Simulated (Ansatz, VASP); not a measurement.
# Ga2As5: VASP beside Ansatz

```
Ga As
1.0
     3.08702    1.78229    5.05636
    -3.08702    1.78229    5.05636
     0.00000   -3.56458    5.05636
Ga As
2 5
Direct
  0.50000 0.50000 0.50000
  0.00000 0.00000 0.00000
  0.00000 0.00000 0.50000
  0.50000 0.00000 0.00000
  0.00000 0.50000 0.00000
  0.37105 0.37105 0.37105
  0.62895 0.62895 0.62895
```

Alike in both runs: task relaxation of cell and atoms; functional PBE; k mesh 3 × 3 × 3; occupations gaussian, width 0.2 eV; no spin polarisation.

```csv
,VASP,Ansatz
version,VASP 6.6.1,Ansatz 0.2.0
potentials or method,"VASP PAW PBE potentials, release 64 (Ga_d, As), cutoff 500 eV","scalar-relativistic, plane waves, PAW"
valence electrons in the cell,51,101
```

Ansatz gave:

```
gap on the k mesh at the Fermi level, each at its own relaxed structure (eV) : none
relaxed volume (Å³/atom)                                                     : 22.70
relaxed cell length with the largest relative difference (Å)                 : 5.676
```

**Question.** Estimate VASP's values.

**Answer.** gap on the k mesh at the Fermi level, each at its own relaxed structure (eV): none; relaxed volume (Å³/atom): 20.64; relaxed cell length with the largest relative difference (Å): 6.223.

A gap of «none» marks a metal or a gap that the smearing closes. One of these differences is far larger than is usual between the two programs; its cause wasn't traced. VASP's potentials hold 51 valence electrons a cell and Ansatz's 101, so a difference there can come from the potentials and not from the codes.

The k mesh is coarse, so the values compare programs but aren't converged.
